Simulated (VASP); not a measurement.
# Te2Pb (R-3m) in VASP: notebook

Te2Pb is run at these levels: PBE; tasks: relaxation of shape and atoms at fixed volume.

Everything below comes from runs of VASP 6.6.1. Logs are shortened: lines on timing, memory, paths and dates and some standing lists are left out, and cuts for length are marked.

### Step 1. The cell of the first run

The structure is trigonal, space group R-3m (No. 166). The conventional cell has a = 4.466 Å, b = 4.466 Å, c = 18.968 Å, α = 90.00°, β = 90.00°, γ = 120.00°. Pb (site symmetry -3m) has 8 Te at 3.25 to 4.34 Å and 6 Pb at 4.47 Å within 4.5 Å. Within 4.5 Å of Te (site symmetry 3m) lie 4 Pb at 3.25 to 4.34 Å and 9 Te at 3.50 to 4.47 Å.

### Step 2. Relaxation of shape and atoms at fixed volume, PBE (36.40 Å³/atom)

Contents of INCAR:

```
SYSTEM = Te2Pb
  ALGO = Normal
  EDIFF = 1E-6
  EDIFFG = -0.01
  ENCUT = 600
  GGA = PE
  IBRION = 2
  ISIF = 4
  ISMEAR = 0
  LASPH = .TRUE.
  LCHARG = .FALSE.
  LREAL = .FALSE.
  LWAVE = .FALSE.
  NELM = 100
  NSW = 60
  PREC = Accurate
  SIGMA = 0.05
```

Contents of KPOINTS:

```
k-points
0
G
  10 10 10
  0 0 0
```

Contents of POSCAR:

```
Te2Pb
1.0
    2.2328965728      1.2891634374      6.3227961589
   -2.2328965728      1.2891634374      6.3227961589
    0.0000000000     -2.5783268747      6.3227961589
Pb Te
1 2
Direct
    0.0000000000      0.0000000000      0.0000000000
    0.2288858080      0.2288858080      0.2288858080
    0.7711141920      0.7711141920      0.7711141920
```

Potentials or basis: VASP PAW PBE potentials, release 64 (Pb_d, Te).

Started as:

```
$ cat potpaw_PBE.64/Pb_d/POTCAR potpaw_PBE.64/Te/POTCAR > POTCAR
$ mpirun -np 1 vasp_std > vasp.out
```

OUTCAR:

```text
SYSTEM = Te2Pb
   EDIFF = 1E-6
   EDIFFG = -0.01
   ENCUT = 600
   GGA = PE
   IBRION = 2
   ISIF = 4
   ISMEAR = 0
   LASPH = .TRUE.
   LREAL = .FALSE.
   NELM = 100
   NSW = 60
   PREC = Accurate

 ion  position               nearest neighbor table
   1  0.000  0.000  0.000-   3 3.25   2 3.25   3 3.25   3 3.25   2 3.25   2 3.25
   2  0.229  0.229  0.229-   1 3.25   1 3.25   1 3.25   3 3.50   3 3.50   3 3.50
   3  0.771  0.771  0.771-   1 3.25   1 3.25   1 3.25   2 3.50   2 3.50   2 3.50

  LATTYP: Found a trigonal (rhomboedric) cell.
 ALAT       =     6.8282882731
 COS(alpha) =     0.7861331294

  Lattice vectors:

 A1 = (   2.2328965728,   1.2891634374,   6.3227961589)
 A2 = (  -2.2328965728,   1.2891634374,   6.3227961589)
 A3 = (   0.0000000000,  -2.5783268747,   6.3227961589)

Analysis of symmetry for initial positions (statically):
=====================================================================
 Subroutine PRICEL returns:
 Original cell was already a primitive cell.

 Routine SETGRP: Setting up the symmetry group for a
 trigonal (rhombohedral) supercell.

 Subroutine GETGRP returns: Found 12 space group operations
 (whereof 12 operations were pure point group operations)
 out of a pool of 12 trial point group operations.

The static configuration has the point symmetry D_3d.

Analysis of symmetry for dynamics (positions and initial velocities):
=====================================================================
 Subroutine PRICEL returns:
 Original cell was already a primitive cell.

 Routine SETGRP: Setting up the symmetry group for a
 trigonal (rhombohedral) supercell.

 Subroutine GETGRP returns: Found 12 space group operations
 (whereof 12 operations were pure point group operations)
 out of a pool of 12 trial point group operations.

The dynamic configuration has the point symmetry D_3d.

 Subroutine INISYM returns: Found 12 space group operations
 (whereof 12 operations are pure point group operations),
 and found     1 'primitive' translations

----------------------------------------------------------------------------------------

                                     Primitive cell

  volume of cell :     109.2036

  direct lattice vectors                    reciprocal lattice vectors
     2.232896573  1.289163437  6.322796159     0.223924389  0.129282806  0.052719291
[... 91 lines left out ...]
   NSW    =     60    number of steps for IOM
   IBRION =      2    ionic relax: 0-MD 1-quasi-New 2-CG
   NFREE  =      1    steps in history (QN), initial steepest desc. (CG)
   ISIF   =      4    stress and relaxation
   ISYM   =      2    0-nonsym 1-usesym 2-fastsym
   POTIM  = 0.5000    time-step for ionic-motion
   TEBEG  =    0.0;   TEEND  =   0.0 temperature during run
   PSTRESS=    0.0 pullay stress
   NELECT =      26.0000    total number of electrons
   NUPDOWN=      -1.0000    fix difference up-down
   EMIN   =  10.00;   EMAX   =-10.00  energy-range for DOS
   EFERMI =   0.00;   METHOD = LEGACY
   ISMEAR =     0;   SIGMA  =   0.05  broadening in eV -4-tet -1-fermi 0-gaus
   EFERMI_NEDOS =   21; number of points for ismear=-14 and -15
   IALGO  =     38    algorithm
   IMIX   =      4    mixing-type and parameters
     AMIX     =   0.40;   BMIX     =  1.00
     AMIX_MAG =   1.60;   BMIX_MAG =  1.00
  volume/ion in A,a.u.               =      36.40       245.65
  Fermi-wavevector in a.u.,A,eV,Ry     =   1.014659  1.917428 14.007656  1.029534
  Thomas-Fermi vector in A             =   2.147900
   LORBIT       =      0    0 simple, 1 ext, 2 COOP (PROOUT), +10 PAW based schemes
   GGA     = PE    functional components
   LHFCALC =     F    Hartree Fock is set to
   AEXX    =    0.0000 exact exchange contribution
   IVDW    =     0    specifies the selected vdW correction
   LEPSILON=     F    determine dielectric tensor
   LRPA    =     F    only Hartree local field effects (RPA)
 conjugate gradient relaxation of ions
 non-spin polarized calculation
 Gauss-broadening in eV      SIGMA  =   0.05
  energy-cutoff  :      600.00
  volume of cell :      109.20
 maximum number of plane-waves:      3665
   NGX = 27   NGY = 27   NGZ = 27

--------------------------------------- Ionic step        1  -------------------------------------------

 number of electron      26.0000001 magnetization

 Free energy of the ion-electron system (eV)
  ---------------------------------------------------
  ext. energy  EPLUGINS =         0.00000000
  ---------------------------------------------------
  free energy    TOTEN  =        -9.85176411 eV

  energy without entropy =       -9.84796184  energy(sigma->0) =       -9.84986297

------------------------ aborting loop because EDIFF is reached ----------------------------------------

  FORCE on cell =-STRESS in cart. coord.  units (eV):
  Direction    XX          YY          ZZ          XY          YZ          ZX
  --------------------------------------------------------------------------------------
  -------------------------------------------------------------------------------------
  Total       -1.3696111     -1.3696111     -1.6370548      0.0000000     -0.0000000      0.0000000
  in kB      -20.0942051    -20.0942051    -24.0179971      0.0000000     -0.0000000      0.0000000
  external PRESSURE =     -21.4021358 kB  Pullay stress =       0.0000000 kB
[... 172 lines left out ...]
--------------------------------------- Ionic step        6  -------------------------------------------

 number of electron      25.9999999 magnetization

 Free energy of the ion-electron system (eV)
  ---------------------------------------------------
  ext. energy  EPLUGINS =         0.00000000
  ---------------------------------------------------
  free energy    TOTEN  =        -9.85356922 eV

  energy without entropy =       -9.85008602  energy(sigma->0) =       -9.85182762

 E-fermi :   4.7485     XC(G=0):  -8.9178

 val. band max:        4.7474176169   @ k =  -0.3000  -0.4000   0.2000
 cond. band min:       4.7558591331   @ k =   0.2000   0.2000   0.0000
 fundamental gap:      0.0084415162
 Fermi energy:         4.7485434979

 k-point     1 :       0.0000    0.0000    0.0000
  band No.  band energies     occupation
      1     -11.8950      2.00000
      2     -11.8950      2.00000
      3     -11.8728      2.00000
      4     -11.8660      2.00000
      5     -11.8660      2.00000
      6      -7.1788      2.00000
[... 457 lines left out ...]
      4     -11.8616      2.00000
      5     -11.8566      2.00000
      6      -6.2469      2.00000
[... 9 lines left out ...]
     16       7.9151      0.00000
     17       8.7759      0.00000

 [... further k-points ...]
[... 5 lines left out ...]
  --------------------------------------------------------------------------------------
  -------------------------------------------------------------------------------------
  Total       -1.3600877     -1.3600877     -1.3576197      0.0000000     -0.0000000      0.0000000
  in kB      -19.9544832    -19.9544832    -19.9182733      0.0000000     -0.0000000      0.0000000
  external PRESSURE =     -19.9424132 kB  Pullay stress =       0.0000000 kB
[... 18 lines left out ...]
  FREE ENERGIE OF THE ION-ELECTRON SYSTEM (eV)
  ---------------------------------------------------
  free  energy   TOTEN  =        -9.8535692239 eV

  energy  without entropy=       -9.8500860187  energy(sigma->0) =       -9.85182762

 reached required accuracy - stopping structural energy minimisation
```

OSZICAR:

```text
N       E                     dE             d eps       ncg     rms          rms(c)
DAV:   1     0.206274062176E+03    0.20627E+03   -0.12117E+04  3944   0.154E+03
DAV:   2     0.769082540997E+01   -0.19858E+03   -0.19506E+03  4261   0.338E+02
[... 39 lines left out ...]
       N       E                     dE             d eps       ncg     rms          rms(c)
DAV:   1    -0.985354707343E+01   -0.33371E-04   -0.14446E-02  3946   0.675E-01    0.405E-02
DAV:   2    -0.985357978009E+01   -0.32707E-04   -0.54633E-04  4713   0.196E-01    0.313E-02
DAV:   3    -0.985357293234E+01    0.68477E-05   -0.11800E-05  5380   0.385E-02    0.210E-02
DAV:   4    -0.985356909202E+01    0.38403E-05   -0.84483E-06  5150   0.463E-02    0.228E-03
DAV:   5    -0.985356922389E+01   -0.13187E-06   -0.16521E-06  1989   0.110E-02
   6 F= -.98535692E+01 E0= -.98518276E+01  d E =-.125585E-03
```

CONTCAR:

```text
Te2Pb
   1.00000000000000
     2.2435775152751867    1.2953300824113891    6.2627379088088020
    -2.2435775152751867    1.2953300824113891    6.2627379088088020
     0.0000000000000000   -2.5906601647403815    6.2627379088125190
  Pb              Te
     1     2
Direct
     0.0000000000000000    0.0000000000000000    0.0000000000000000
     0.2295419848673037    0.2295419848673037    0.2295419848673032
     0.7704580151326963    0.7704580151326963    0.7704580151326967

  0.00000000E+00  0.00000000E+00  0.00000000E+00
  0.00000000E+00  0.00000000E+00  0.00000000E+00
  0.00000000E+00  0.00000000E+00  0.00000000E+00
```

It took 16 min on 1 thread of AMD EPYC 9R45 (Zen 5), shared host; peak memory 0.62 GiB.

What came out:

```yaml
Free_energy: -9.8536 eV
Energy_gained_by_relaxing: 0.6 meV/atom
Ionic_steps: 6
Pressure_after_relaxing: -2.0 GPa
Band_gap_on_the_k_mesh: zero (bands 13 and 14 overlap by 0.78 eV)
```

Step by step:
```tsv
step	energy change (eV)	largest force (eV/Å)	pressure (GPa)	volume (Å³)
1	0.0000	0.0415	-2.14	109.20
2	-0.0008	0.0359	-2.11	109.20
3	-0.0017	0.0201	-2.00	109.20
4	-0.0017	0.0215	-2.01	109.20
5	-0.0017	0.0143	-2.01	109.20
6	-0.0018	0.0004	-1.99	109.20
```

Final structure:
```
Pb Te
1.0
     2.24358    1.29533    6.26274
    -2.24358    1.29533    6.26274
     0.00000   -2.59066    6.26274
Pb Te
1 2
Direct
  0.00000 0.00000 0.00000
  0.22954 0.22954 0.22954
  0.77046 0.77046 0.77046
```

Caveat: semilocal functionals underestimate gaps, and a narrow one can read as zero; spin-orbit coupling is left out, which moves the levels of the heavy elements.

### Step 3. Relaxation of shape and atoms at fixed volume, PBE (37.42 Å³/atom)

This run uses another cell than the first one, of 37.42 Å³/atom.

Contents of INCAR:

```
PREC = Accurate ; ENCUT = 600
EDIFF = 1E-6 ; ISMEAR = 0
SIGMA = 0.05 ; LREAL = False
LASPH = True ; NELM = 60
ALGO = Normal ; ISIF = 4
LWAVE = False ; LCHARG = False
GGA = PE ; IBRION = 2
NSW = 60 ; EDIFFG = -0.01
```

Contents of KPOINTS:

```
Automatic mesh
0
Gamma
  10 10 10
```

Contents of POSCAR:

```
Te2Pb
1.0
    2.2643033538      1.3072961508      6.3210042578
   -2.2643033538      1.3072961508      6.3210042578
    0.0000000000     -2.6145923016      6.3210042579
Pb Te
1 2
Direct
    0.0000000000      0.0000000000      0.0000000000
    0.2296008516      0.2296008516      0.2296008516
    0.7703991484      0.7703991484      0.7703991484
```

Potentials or basis: VASP PAW PBE potentials, release 64 (Pb_d, Te).

Started as:

```
$ cat potpaw_PBE.64/Pb_d/POTCAR potpaw_PBE.64/Te/POTCAR > POTCAR
$ mpirun -np 1 vasp_std > vasp.out
```

Run time: 16 min. Hardware: 1 thread of AMD EPYC 9R45 (Zen 5), shared host; peak memory 0.6 GiB.

Results (log left out):

- Free energy: -9.8094 eV
- Energy gained by relaxing: 0.3 meV/atom
- Ionic steps: 6
- Pressure after relaxing: -2.6 GPa
- Band gap on the k mesh: zero (bands 13 and 14 overlap by 0.75 eV)

The path:
```csv
step,energy change (eV),largest force (eV/Å),pressure (GPa),volume (Å³)
1,0.0000,0.0369,-2.73,112.27
2,-0.0004,0.0320,-2.71,112.27
3,-0.0009,0.0172,-2.63,112.27
4,-0.0009,0.0177,-2.63,112.27
5,-0.0010,0.0120,-2.63,112.27
6,-0.0010,0.0001,-2.62,112.27
```

Final structure:
```
Pb Te
1.0
     2.27185    1.31165    6.27910
    -2.27185    1.31165    6.27910
     0.00000   -2.62330    6.27910
Pb Te
1 2
Direct
  0.00000 0.00000 0.00000
  0.23023 0.23023 0.23023
  0.76977 0.76977 0.76977
```

Levels at points of the mesh, in eV from the Fermi level:
```csv
k point,band 11,band 12,band 13,band 14,band 15,band 16
"(0.00, 0.00, 0.00)",-0.98,-0.55,-0.39,-0.39,2.66,2.66
"(0.50, 0.00, 0.00)",-2.18,-1.56,-1.41,0.34,2.33,4.21
"(0.50, 0.50, 0.00)",-1.99,-1.14,0.12,0.23,2.35,2.81
"(0.50, 0.50, 0.50)",-1.27,-0.07,-0.07,1.07,2.07,2.84
```

Caveat: semilocal functionals underestimate gaps, and a narrow one can read as zero; spin-orbit coupling is left out, which moves the levels of the heavy elements.
